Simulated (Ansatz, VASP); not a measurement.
**Ag in VASP and in Ansatz**

```
Ag
1.0
     2.32757    0.00000    0.00000
     0.00000    2.32757    0.00000
     0.00000    0.00000    2.32757
Ag
1
Direct
  0.00000 0.00000 0.00000
```

Change from the starting cell: volume scaled by 0.68, LAPW.

Alike in both runs: task single point; functional LDA; k mesh 16 × 16 × 16; occupations fermi-dirac, width 0.1 eV; no spin polarisation.

|  | VASP | Ansatz |
| --- | --- | --- |
| version | VASP 6.6.1 | Ansatz 0.2.0 |
| potentials or method | VASP PAW LDA potentials, release 64 (Ag), cutoff 520 eV | all-electron LAPW, scalar-relativistic |

|  | VASP | Ansatz | Ansatz less VASP |
| --- | --- | --- | --- |
| pressure (GPa) | 115.2 | 115.7 | +0.49 |

LDA's correlation is that of Perdew and Zunger in VASP and of Perdew and Wang (1992) in Ansatz. Both programs put the cell under a high pressure, so it lies far from rest at this level. Ansatz ran all-electron here, and VASP with PAW potentials.

Noted on VASP's run: the cell as given lies far from equilibrium.
